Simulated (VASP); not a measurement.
WC:

```
W C
1.0
     0.00000    2.16305    2.16305
     2.16305    0.00000    2.16305
     2.16305    2.16305    0.00000
W C
1 1
Direct
  0.00000 0.00000 0.00000
  0.50000 0.50000 0.50000
```

Base run:

```yaml
Program: VASP 6.6.1
Functional: LDA
Potentials_or_basis: VASP PAW LDA potentials, release 64 (W_sv, C_h)
Cutoff: 910 eV
k_mesh: 10 × 10 × 10
Occupations: fermi-dirac, width 0.05 eV
Spin: no spin polarisation
```

Its results: band gap on the k mesh zero (band 9 reaches 14.35 eV, above the bottom of band 10 at 10.99 eV); pressure 1.1 GPa.

Problem. The run is repeated on the same cell with these changes: functional from LDA to r2SCAN; potentials or basis from VASP PAW LDA potentials, release 64 (W_sv, C_h) to VASP PAW PBE potentials, release 64 (W_sv, C_h). What comes out?

Solution. Band gap on the k mesh zero (band 9 reaches 14.56 eV, above the bottom of band 10 at 11.03 eV); pressure 12.3 GPa.

Caveats: the cutoff is under 1.25 times the usual one of these potentials, so pressure, stress and relaxed cells hold a basis-set (Pulay) error; spin-orbit coupling is left out, which moves the levels of the heavy elements; the PAW data sets were made with another functional, which shifts forces and pressure a little (some runs).
